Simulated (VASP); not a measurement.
Fe, 1 atom in the cell. Symmetry: Im-3m, No. 229, cubic system. Conventional cell: a = 2.840 Å, b = 2.840 Å, c = 2.840 Å, α = 90.00°, β = 90.00°, γ = 90.00°. Within 3.2 Å of Fe (site symmetry m-3m) lie 14 Fe at 2.46 to 2.84 Å.  This cell differs from its parent crystal: volume scaled by 1.06.

- Program: VASP 6.6.1
- Task: single point
- Functional: PBEsol
- Potentials or basis: VASP PAW PBE potentials, release 64 (Fe)
- Cutoff: 520 eV
- k mesh: 20 × 20 × 20
- Occupations: gaussian, width 0.1 eV
- Spin: collinear spin, ferromagnetic start
- Starting moments: [2.32] μB
- Dipole correction: no
- Further INCAR settings: ALGO = Normal; EDIFF = 1e-06; NBANDS = 14

Potentials or basis: VASP PAW PBE potentials, release 64 (Fe).

The run is started by

```bash
$ cat potpaw_PBE.64/Fe/POTCAR > POTCAR
$ mpirun -np 1 vasp_std > vasp.out
```

Hardware: 1 thread of Intel Xeon 6975P-C, on a shared host.

Task: How long does it take, and how much memory?

Result: It took 46 s on 1 thread of Intel Xeon 6975P-C (shared host), peak memory 0.17 GiB. Counts: scf iterations 13, k points 256.
